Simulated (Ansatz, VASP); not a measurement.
# V: VASP beside Ansatz

```
V
1.0
     0.00000    1.90248    1.90248
     1.90248    0.00000    1.90248
     1.90248    1.90248    0.00000
V
1
Direct
  0.00000 0.00000 0.00000
```

Alike in both runs: task single point; functional PBE; k mesh 18 × 18 × 18; occupations gaussian, width 0.05 eV; collinear spin.

|  | VASP | Ansatz |
| --- | --- | --- |
| version | VASP 6.6.1 | Ansatz 0.2.0 |
| potentials or method | VASP PAW PBE potentials, release 64 (V_sv), cutoff 520 eV | scalar-relativistic, plane waves, PAW |
| valence electrons in the cell | 13 | 13 |

```tsv
	VASP	Ansatz	Ansatz less VASP
pressure (GPa)	1.8	1.5	-0.20
net moment per atom (μB)	0.00	0.00	0.000
```

Ansatz's warnings: seeded moment not kept.
